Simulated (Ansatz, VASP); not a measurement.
## Two plane-wave programs on ZrC

The input INCAR:

```
SYSTEM = ZrC
ALGO = Normal ; EDIFF = 1E-6
ENCUT = 520 ; GGA = PE
ISIF = 2 ; ISMEAR = -1
LASPH = .True. ; LCHARG = .False.
LREAL = .False. ; LWAVE = .False.
NBANDS = 15 ; NELM = 80
PREC = Accurate ; SIGMA = 0.05
```

KPOINTS

```
k-points
0
Gamma
  9 9 9
  0 0 0
```

POSCAR

```
ZrC
1.0
    0.0000000000      2.5455200000      2.5455200000
    2.5455200000      0.0000000000      2.5455200000
    2.5455200000      2.5455200000      0.0000000000
Zr C
1 1
Direct
    0.5043030000      0.5051820000      0.4823560000
    0.7418760000      0.7524940000      0.7544180000
```

input.yaml

```yaml
crystal:
  lattice:
    - [0.0, 2.54552, 2.54552]
    - [2.54552, 0.0, 2.54552]
    - [2.54552, 2.54552, 0.0]
  atoms:
    - { symbol: Zr, position: [0.504303, 0.505182, 0.482356] }
    - { symbol: C, position: [0.741876, 0.752494, 0.754418] }
hamiltonian:
  xc: pbe
  pseudopotentials: { kind: paw, azcp: { folder: soft_1 } }
kpoints:
  mp_grid: { grid: [9, 9, 9] }
scf:
  occupations: { method: fermi_dirac, width: 0.05 }
output:
  forces: true
  stress: true
  eigenvalues: true
```

Change from the starting cell: atoms moved at random, drawn with an rms of 0.05 Å.

Alike in both runs: task single point; functional PBE; k mesh 9 × 9 × 9; occupations fermi-dirac, width 0.05 eV; no spin polarisation.

```csv
,VASP,Ansatz
version,VASP 6.6.1,Ansatz 0.2.0
potentials or method,"VASP PAW PBE potentials, release 64 (Zr_sv, C)",Ansatz PAW soft_1
plane-wave cutoff (eV),520,420
valence electrons in the cell,16,16
```

Ansatz gave:

```
gap on the k mesh at the Fermi level (eV)                     : 0.48
least direct gap on the mesh (eV)                             : 0.56
pressure (GPa)                                                : 0.3
traceless stress, the component that is largest in VASP (GPa) : -2.06
rms of the force components (eV/Å)                            : 0.437
```

Estimate VASP's values.

gap on the k mesh at the Fermi level (eV): 0.48; least direct gap on the mesh (eV): 0.56; pressure (GPa): 0.4; traceless stress, the component that is largest in VASP (GPa): -2.09; rms of the force components (eV/Å): 0.441.

Atom by atom the forces differ by 0.004 eV/Å (rms over components).

Noted on Ansatz's run: odd divisions of the mesh miss points on the zone boundary, where band edges often lie, so the gap on the mesh can be too wide.
